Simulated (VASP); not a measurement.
# ZnAu (P1) in VASP: further runs, part 2 of 3

VASP 6.6.1. Earlier steps stand in the parts before.

## (3) Single point, LDA

INCAR

```
SYSTEM = ZnAu
  PREC = Accurate
  ENCUT = 520
  EDIFF = 1E-6
  ISMEAR = -1
  SIGMA = 0.1
  LREAL = .False.
  LASPH = .True.
  NELM = 80
  ALGO = Fast
  ISIF = 2
  LWAVE = .False.
  LCHARG = .False.
  NBANDS = 18
```

KPOINTS

```
regular mesh
0
Gamma
  6 6 6
  0 0 0
```

POSCAR

```
ZnAu
1.0
    3.1470000000      0.0000000000      0.0000000000
    0.0000000000      3.1470000000      0.0000000000
    0.0000000000      0.0000000000      3.1470000000
Au Zn
1 1
Direct
    0.0044500000     -0.0030310000     -0.0105960000
    0.4851550000      0.5154480000      0.5024370000
```

Potentials or basis: VASP PAW LDA potentials, release 64 (Au, Zn).

The run is started by

```bash
> cat potpaw_LDA.64/Au/POTCAR potpaw_LDA.64/Zn/POTCAR > POTCAR
> mpirun -np 1 vasp_std > vasp.out
```

OUTCAR:

```text
SYSTEM = ZnAu
   PREC = Accurate
   ENCUT = 520
   EDIFF = 1E-6
   ISMEAR = -1
   LREAL = .False.
   LASPH = .True.
   NELM = 80
   ISIF = 2

 ion  position               nearest neighbor table
   1  0.004  0.997  0.989-   2 2.63   2 2.68   2 2.70   2 2.70   2 2.75   2 2.75   2 2.77   2 2.82

   2  0.485  0.515  0.502-   1 2.63   1 2.68   1 2.70   1 2.70   1 2.75   1 2.75   1 2.77   1 2.82

  LATTYP: Found a simple cubic cell.
 ALAT       =     3.1470000000

  Lattice vectors:

 A1 = (   3.1470000000,   0.0000000000,   0.0000000000)
 A2 = (   0.0000000000,   3.1470000000,   0.0000000000)
 A3 = (   0.0000000000,   0.0000000000,   3.1470000000)

Analysis of symmetry for initial positions (statically):
=====================================================================
 Subroutine PRICEL returns:
 Original cell was already a primitive cell.

 Routine SETGRP: Setting up the symmetry group for a
 simple cubic supercell.

 Subroutine GETGRP returns: Found  1 space group operations
 (whereof  1 operations were pure point group operations)
 out of a pool of 48 trial point group operations.

The static configuration has the point symmetry C_1 .

Analysis of symmetry for dynamics (positions and initial velocities):
=====================================================================
 Subroutine PRICEL returns:
 Original cell was already a primitive cell.

 Routine SETGRP: Setting up the symmetry group for a
 simple cubic supercell.

 Subroutine GETGRP returns: Found  1 space group operations
 (whereof  1 operations were pure point group operations)
 out of a pool of 48 trial point group operations.

The dynamic configuration has the point symmetry C_1 .

 Subroutine INISYM returns: Found  1 space group operations
 (whereof  1 operations are pure point group operations),
 and found     1 'primitive' translations

----------------------------------------------------------------------------------------

                                     Primitive cell

  volume of cell :      31.1667

  direct lattice vectors                    reciprocal lattice vectors
     3.147000000  0.000000000  0.000000000     0.317762949  0.000000000  0.000000000
     0.000000000  3.147000000  0.000000000     0.000000000  0.317762949  0.000000000
     0.000000000  0.000000000  3.147000000     0.000000000  0.000000000  0.317762949

  length of vectors
     3.147000000  3.147000000  3.147000000     0.317762949  0.317762949  0.317762949

  position of ions in fractional coordinates (direct lattice)
     0.004450000  0.996969000  0.989404000
     0.485155000  0.515448000  0.502437000

  ion indices of the primitive-cell ions
   primitive index   ion index
                 1           1
                 2           2

----------------------------------------------------------------------------------------

 KPOINTS: regular mesh

Automatic generation of k-mesh.
 Grid dimensions read from file:
 generate k-points for:    6    6    6

 Generating k-lattice:

  Cartesian coordinates                     Fractional coordinates (reciprocal lattice)
     0.052960491  0.000000000  0.000000000     0.166666667  0.000000000  0.000000000
     0.000000000  0.052960491  0.000000000     0.000000000  0.166666667  0.000000000
     0.000000000  0.000000000  0.052960491     0.000000000  0.000000000  0.166666667

  Length of vectors
     0.052960491  0.052960491  0.052960491

  Shift w.r.t. Gamma in fractional coordinates (k-lattice)
     0.000000000  0.000000000  0.000000000

 Subroutine IBZKPT returns following result:
 ===========================================

 Found    112 irreducible k-points:

 Following reciprocal coordinates:
            Coordinates               Weight
  0.000000  0.000000  0.000000      1.000000
  0.166667  0.000000  0.000000      2.000000
  0.000000  0.166667  0.000000      2.000000
  0.000000  0.000000  0.166667      2.000000
  0.333333  0.000000  0.000000      2.000000
  0.000000  0.333333  0.000000      2.000000
[... 16 lines left out ...]
  0.000000 -0.333333  0.166667      2.000000
 -0.166667  0.000000  0.333333      2.000000
 [... further k-points ...]
   k-points           NKPTS =    112   k-points in BZ     NKDIM =    112   number of bands    NBANDS=     18
   number of dos      NEDOS =    301   number of ions     NIONS =      2
   total plane-waves  NPLWV =  13824
   dimension x,y,z NGX =    24 NGY =   24 NGZ =   24
   dimension x,y,z NGXF=    48 NGYF=   48 NGZF=   48
   ions per type =               1   1
   NGX,Y,Z   is equivalent  to a cutoff of  12.68, 12.68, 12.68 a.u.
   NGXF,Y,Z  is equivalent  to a cutoff of  25.36, 25.36, 25.36 a.u.
 SYSTEM =  ZnAu
   PREC   = accura    normal or accurate (medium, high low for compatibility)
   ISTART =      0    job   : 0-new  1-cont  2-samecut
   ICHARG =      2    charge: 1-file 2-atom 10-const
   ISPIN  =      1    spin polarized calculation?
   LNONCOLLINEAR =      F non collinear calculations
   LSORBIT =      F    spin-orbit coupling
   LASPH  =      T    aspherical Exc in radial PAW
   ENCUT  =  520.0 eV  38.22 Ry    6.18 a.u.   5.85  5.85  5.85*2*pi/ulx,y,z
   NELM   =     80;   NELMIN=  2; NELMDL= -5     # of ELM steps
   EDIFF  = 0.1E-05   stopping-criterion for ELM
   LREAL  =      F    real-space projection
   EDIFFG = 0.1E-04   stopping-criterion for IOM
   NSW    =      0    number of steps for IOM
   IBRION =     -1    ionic relax: 0-MD 1-quasi-New 2-CG
   NFREE  =      0    steps in history (QN), initial steepest desc. (CG)
   ISIF   =      2    stress and relaxation
   ISYM   =      2    0-nonsym 1-usesym 2-fastsym
   POTIM  = 0.5000    time-step for ionic-motion
   TEBEG  =    0.0;   TEEND  =   0.0 temperature during run
   PSTRESS=    0.0 pullay stress
   NELECT =      23.0000    total number of electrons
   NUPDOWN=      -1.0000    fix difference up-down
   EMIN   =  10.00;   EMAX   =-10.00  energy-range for DOS
   EFERMI =   0.00;   METHOD = LEGACY
   ISMEAR =    -1;   SIGMA  =   0.10  broadening in eV -4-tet -1-fermi 0-gaus
   EFERMI_NEDOS =   21; number of points for ismear=-14 and -15
   IALGO  =     68    algorithm
   IMIX   =      4    mixing-type and parameters
     AMIX     =   0.40;   BMIX     =  1.00
     AMIX_MAG =   1.60;   BMIX_MAG =  1.00
  volume/ion in A,a.u.               =      15.58       105.16
  Fermi-wavevector in a.u.,A,eV,Ry     =   1.479406  2.795672 29.778283  2.188642
  Thomas-Fermi vector in A             =   2.593568
   LORBIT       =      0    0 simple, 1 ext, 2 COOP (PROOUT), +10 PAW based schemes
   GGA     = CA    functional components
   LHFCALC =     F    Hartree Fock is set to
   AEXX    =    0.0000 exact exchange contribution
   IVDW    =     0    specifies the selected vdW correction
   LEPSILON=     F    determine dielectric tensor
   LRPA    =     F    only Hartree local field effects (RPA)
 non-spin polarized calculation
 RMM-DIIS sequential band-by-band and
  energy-cutoff  :      520.00
  volume of cell :       31.17
 maximum number of plane-waves:       848
   NGX = 11   NGY = 11   NGZ = 11

 number of electron      23.0000000 magnetization

 Free energy of the ion-electron system (eV)
  ---------------------------------------------------
  ext. energy  EPLUGINS =         0.00000000
  ---------------------------------------------------
  free energy    TOTEN  =        -6.69221292 eV

  energy without entropy =       -6.66516719  energy(sigma->0) =       -6.67869006

 E-fermi :   6.9297     XC(G=0): -12.6754

 val. band max:        6.4124802725   @ k =   0.3333  -0.1667   0.0000
 cond. band min:       7.0108295813   @ k =   0.1667  -0.1667   0.3333
 fundamental gap:      0.5983493088
 Fermi energy:         6.9296918837

 k-point     1 :       0.0000    0.0000    0.0000
  band No.  band energies     occupation
      1      -3.7637      2.00000
      2      -1.3056      2.00000
      3      -1.3023      2.00000
      4      -0.6400      2.00000
      5      -0.6239      2.00000
      6      -0.6229      2.00000
[... 10 lines left out ...]
     17      19.1010      0.00000
     18      25.2309      0.00000
[... 463 lines left out ...]
 k-point    24 :      -0.1667    0.0000    0.3333
  band No.  band energies     occupation
      1      -1.7162      2.00000
      2      -0.9983      2.00000
      3      -0.8064      2.00000
      4      -0.7343      2.00000
      5      -0.5711      2.00000
      6      -0.4757      2.00000
[... 10 lines left out ...]
     17      21.2340      0.00000
     18      21.6067      0.00000

 [... further k-points ...]

------------------------ aborting loop because EDIFF is reached ----------------------------------------

  FORCE on cell =-STRESS in cart. coord.  units (eV):
  Direction    XX          YY          ZZ          XY          YZ          ZX
  --------------------------------------------------------------------------------------
  -------------------------------------------------------------------------------------
  Total       -1.0926297     -1.0897367     -1.0744030     -0.0677144      0.0464541     -0.0484214
  in kB      -56.1685672    -56.0198493    -55.2315929     -3.4809765      2.3880556     -2.4891857
  external PRESSURE =     -55.8066698 kB  Pullay stress =       0.0000000 kB

 VOLUME and BASIS-vectors are now :
 -----------------------------------------------------------------------------
  energy-cutoff  :      520.00
  volume of cell :       31.17
      direct lattice vectors                 reciprocal lattice vectors
     3.147000000  0.000000000  0.000000000     0.317762949  0.000000000  0.000000000
     0.000000000  3.147000000  0.000000000     0.000000000  0.317762949  0.000000000
     0.000000000  0.000000000  3.147000000     0.000000000  0.000000000  0.317762949

 POSITION                                       TOTAL-FORCE (eV/Angst)
 -----------------------------------------------------------------------------------
      0.01400      3.13746      3.11365        -0.182714      0.175365      0.125161
      1.52678      1.62211      1.58117         0.182714     -0.175365     -0.125161
 -----------------------------------------------------------------------------------
    total drift:                               -0.000330      0.000283      0.000170

  FREE ENERGIE OF THE ION-ELECTRON SYSTEM (eV)
  ---------------------------------------------------
  free  energy   TOTEN  =        -6.6922129214 eV

  energy  without entropy=       -6.6651671930  energy(sigma->0) =       -6.67869006
```

stdout:

```text
POSCAR found type information on POSCAR AuZn
 POSCAR found :  2 types and       2 ions
 scaLAPACK will be used
 LDA part: xc-table for (Slater(with rela. corr.)+CA(PZ))
 , standard interpolation
 POSCAR, INCAR and KPOINTS ok, starting setup
 FFT: planning ... GRIDC
 FFT: planning ... GRID_SOFT
 FFT: planning ... GRID
 WAVECAR not read
 entering main loop
```

It took 36 s on 1 thread of Intel Xeon Platinum 8259CL at 2.50GHz (Skylake/Cascade Lake), shared host; peak memory 0.18 GiB.

Results:

* Free energy: -6.6922 eV
* Pressure: -5.6 GPa
* Largest force: 0.282 eV/Å
* Band gap on the k mesh: zero (an odd number of electrons rules out a gap without spin polarisation)

Forces in eV/Å, atoms in the order of the input:
```
Au  -0.183  0.175  0.125
Zn   0.183 -0.175 -0.125
```

Stress tensor (GPa, compression positive):
```
-5.62 -0.35 -0.25
-0.35 -5.60  0.24
-0.25  0.24 -5.52
```

Levels at points of the mesh, in eV from the Fermi level:
| k point | band 8 | band 9 | band 10 | band 11 | band 12 | band 13 | band 14 | band 15 |
| --- | --- | --- | --- | --- | --- | --- | --- | --- |
| (0.00, 0.00, 0.00) | -5.50 | -3.81 | -3.81 | -3.80 | 4.89 | 4.90 | 4.91 | 8.67 |
| (0.50, 0.00, 0.00) | -5.55 | -4.98 | -4.97 | -3.95 | -2.43 | 10.29 | 10.71 | 10.93 |
| (0.00, 0.50, 0.00) | -5.55 | -4.98 | -4.97 | -3.95 | -2.43 | 10.29 | 10.71 | 10.94 |
| (0.00, 0.00, 0.50) | -5.56 | -4.97 | -4.96 | -3.95 | -2.44 | 10.26 | 10.70 | 11.00 |
| (0.50, 0.50, 0.00) | -4.15 | -4.15 | -3.21 | -2.03 | -2.03 | 0.77 | 2.38 | 10.23 |
| (0.00, 0.50, 0.50) | -4.16 | -4.16 | -3.21 | -2.03 | -2.03 | 0.77 | 2.38 | 10.24 |
| (0.50, 0.00, 0.50) | -4.16 | -4.16 | -3.21 | -2.03 | -2.03 | 0.77 | 2.38 | 10.24 |
| (0.50, 0.50, 0.50) | -6.50 | -3.16 | -3.16 | 1.22 | 3.49 | 3.64 | 3.68 | 3.70 |

Caveat: the cell stands under tension; spin-orbit coupling is left out, which moves the levels of the heavy elements.

## (4) Single point, LDA

INCAR

```
SYSTEM = ZnAu
  ALGO = Normal
  EDIFF = 1E-6
  ENCUT = 520
  GGA = CA
  ISIF = 2
  ISMEAR = -1
  LASPH = .True.
  LCHARG = .True.
  LELF = .True.
  LREAL = .False.
  LVHAR = .True.
  LWAVE = .False.
  NBANDS = 18
  NELM = 80
  PREC = Accurate
  SIGMA = 0.1
```

KPOINTS

```
k-points
0
Gamma
  6 6 6
  0 0 0
```

POSCAR is that of step 3.

Potentials or basis: VASP PAW LDA potentials, release 64 (Au, Zn).

The run is started by

```bash
> cat potpaw_LDA.64/Au/POTCAR potpaw_LDA.64/Zn/POTCAR > POTCAR
> mpirun -np 1 vasp_std > vasp.out
```

OUTCAR:

```text
SYSTEM = ZnAu
   EDIFF = 1E-6
   ENCUT = 520
   GGA = CA
   ISIF = 2
   ISMEAR = -1
   LASPH = .True.
   LREAL = .False.
   NELM = 80
   PREC = Accurate

 ion  position               nearest neighbor table
   1  0.004  0.997  0.989-   2 2.63   2 2.68   2 2.70   2 2.70   2 2.75   2 2.75   2 2.77   2 2.82

   2  0.485  0.515  0.502-   1 2.63   1 2.68   1 2.70   1 2.70   1 2.75   1 2.75   1 2.77   1 2.82

  LATTYP: Found a simple cubic cell.
 ALAT       =     3.1470000000

  Lattice vectors:

 A1 = (   3.1470000000,   0.0000000000,   0.0000000000)
 A2 = (   0.0000000000,   3.1470000000,   0.0000000000)
 A3 = (   0.0000000000,   0.0000000000,   3.1470000000)

Analysis of symmetry for initial positions (statically):
=====================================================================
 Subroutine PRICEL returns:
 Original cell was already a primitive cell.

 Routine SETGRP: Setting up the symmetry group for a
 simple cubic supercell.

 Subroutine GETGRP returns: Found  1 space group operations
 (whereof  1 operations were pure point group operations)
 out of a pool of 48 trial point group operations.

The static configuration has the point symmetry C_1 .

Analysis of symmetry for dynamics (positions and initial velocities):
=====================================================================
 Subroutine PRICEL returns:
 Original cell was already a primitive cell.

 Routine SETGRP: Setting up the symmetry group for a
 simple cubic supercell.

 Subroutine GETGRP returns: Found  1 space group operations
 (whereof  1 operations were pure point group operations)
 out of a pool of 48 trial point group operations.

The dynamic configuration has the point symmetry C_1 .

 Subroutine INISYM returns: Found  1 space group operations
 (whereof  1 operations are pure point group operations),
 and found     1 'primitive' translations

----------------------------------------------------------------------------------------
[... 109 lines left out ...]
   EFERMI_NEDOS =   21; number of points for ismear=-14 and -15
   IALGO  =     38    algorithm
   IMIX   =      4    mixing-type and parameters
     AMIX     =   0.40;   BMIX     =  1.00
     AMIX_MAG =   1.60;   BMIX_MAG =  1.00
  volume/ion in A,a.u.               =      15.58       105.16
  Fermi-wavevector in a.u.,A,eV,Ry     =   1.479406  2.795672 29.778283  2.188642
  Thomas-Fermi vector in A             =   2.593568
   LORBIT       =      0    0 simple, 1 ext, 2 COOP (PROOUT), +10 PAW based schemes
   GGA     = CA    functional components
   LHFCALC =     F    Hartree Fock is set to
   AEXX    =    0.0000 exact exchange contribution
   IVDW    =     0    specifies the selected vdW correction
   LEPSILON=     F    determine dielectric tensor
   LRPA    =     F    only Hartree local field effects (RPA)
 non-spin polarized calculation
  energy-cutoff  :      520.00
  volume of cell :       31.17
 maximum number of plane-waves:       848
   NGX = 11   NGY = 11   NGZ = 11

 number of electron      23.0000000 magnetization

 Free energy of the ion-electron system (eV)
  ---------------------------------------------------
  ext. energy  EPLUGINS =         0.00000000
  ---------------------------------------------------
  free energy    TOTEN  =        -6.69221297 eV

  energy without entropy =       -6.66516726  energy(sigma->0) =       -6.67869012

 E-fermi :   6.9298     XC(G=0): -12.6753

 val. band max:        6.4125915323   @ k =   0.3333  -0.1667   0.0000
 cond. band min:       7.0109454200   @ k =   0.1667  -0.1667   0.3333
 fundamental gap:      0.5983538877
 Fermi energy:         6.9298064711

 k-point     1 :       0.0000    0.0000    0.0000
  band No.  band energies     occupation
      1      -3.7637      2.00000
      2      -1.3051      2.00000
      3      -1.3018      2.00000
      4      -0.6394      2.00000
      5      -0.6233      2.00000
      6      -0.6223      2.00000
[... 481 lines left out ...]
      5      -0.5705      2.00000
      6      -0.4752      2.00000
[... 10 lines left out ...]
     17      21.2340      0.00000
     18      21.6067      0.00000

 [... further k-points ...]

------------------------ aborting loop because EDIFF is reached ----------------------------------------

  FORCE on cell =-STRESS in cart. coord.  units (eV):
  Direction    XX          YY          ZZ          XY          YZ          ZX
  --------------------------------------------------------------------------------------
  -------------------------------------------------------------------------------------
  Total       -1.1197930     -1.1169187     -1.1016914     -0.0676383      0.0464055     -0.0483712
  in kB      -57.5649475    -57.4171878    -56.6344000     -3.4770665      2.3855554     -2.4866049
  external PRESSURE =     -57.2055118 kB  Pullay stress =       0.0000000 kB

 VOLUME and BASIS-vectors are now :
 -----------------------------------------------------------------------------
  energy-cutoff  :      520.00
  volume of cell :       31.17
      direct lattice vectors                 reciprocal lattice vectors
     3.147000000  0.000000000  0.000000000     0.317762949  0.000000000  0.000000000
     0.000000000  3.147000000  0.000000000     0.000000000  0.317762949  0.000000000
     0.000000000  0.000000000  3.147000000     0.000000000  0.000000000  0.317762949

 POSITION                                       TOTAL-FORCE (eV/Angst)
 -----------------------------------------------------------------------------------
      0.01400      3.13746      3.11365        -0.182428      0.175093      0.124967
      1.52678      1.62211      1.58117         0.182428     -0.175093     -0.124967
 -----------------------------------------------------------------------------------
    total drift:                               -0.000172      0.000136      0.000066

  FREE ENERGIE OF THE ION-ELECTRON SYSTEM (eV)
  ---------------------------------------------------
  free  energy   TOTEN  =        -6.6922129711 eV

  energy  without entropy=       -6.6651672604  energy(sigma->0) =       -6.67869012
```

OSZICAR:

```text
N       E                     dE             d eps       ncg     rms          rms(c)
DAV:   1     0.132044356665E+03    0.13204E+03   -0.11447E+04  4154   0.167E+03
DAV:   2    -0.152162739399E+01   -0.13357E+03   -0.12681E+03  4080   0.317E+02
DAV:   3    -0.719476607902E+01   -0.56731E+01   -0.56290E+01  4458   0.706E+01
DAV:   4    -0.724659994651E+01   -0.51834E-01   -0.51813E-01  4468   0.596E+00
DAV:   5    -0.724715091881E+01   -0.55097E-03   -0.55097E-03  4350   0.658E-01    0.872E+00
DAV:   6    -0.673644010429E+01    0.51071E+00   -0.14875E+00  4244   0.133E+01    0.543E+00
DAV:   7    -0.670373714596E+01    0.32703E-01   -0.30651E-02  5662   0.372E+00    0.290E+00
DAV:   8    -0.669224920188E+01    0.11488E-01   -0.10904E-02  4186   0.105E+00    0.163E-01
DAV:   9    -0.669221914074E+01    0.30061E-04   -0.36532E-04  4876   0.333E-01    0.693E-02
DAV:  10    -0.669221338421E+01    0.57565E-05   -0.56744E-05  4212   0.685E-02    0.167E-02
DAV:  11    -0.669221297112E+01    0.41309E-06   -0.31523E-06  4090   0.217E-02
   1 F= -.66922130E+01 E0= -.66786901E+01  d E =-.270457E-01
```

stdout:

```text
POSCAR found type information on POSCAR AuZn
 POSCAR found :  2 types and       2 ions
 scaLAPACK will be used
 LDA part: xc-table for (Slater(with rela. corr.)+CA(PZ))
 , standard interpolation
 POSCAR, INCAR and KPOINTS ok, starting setup
 FFT: planning ... GRIDC
 FFT: planning ... GRID_SOFT
 FFT: planning ... GRID
 WAVECAR not read
 entering main loop
```

It took 24 s on 1 thread of Intel Xeon Platinum 8259CL at 2.50GHz (Skylake/Cascade Lake), shared host; peak memory 0.18 GiB.

What came out:

* Free energy: -6.6922 eV
* Pressure: -5.7 GPa
* Largest force: 0.282 eV/Å
* Band gap on the k mesh: zero (an odd number of electrons rules out a gap without spin polarisation)

Forces on the atoms (eV/Å):
```
Au  -0.182  0.175  0.125
Zn   0.182 -0.175 -0.125
```

Caveat: the cell stands under tension; spin-orbit coupling is left out, which moves the levels of the heavy elements.

[end of part 2 of 3]

The gap in the log of VASP goes by the Fermi energy; the results here count the filled bands.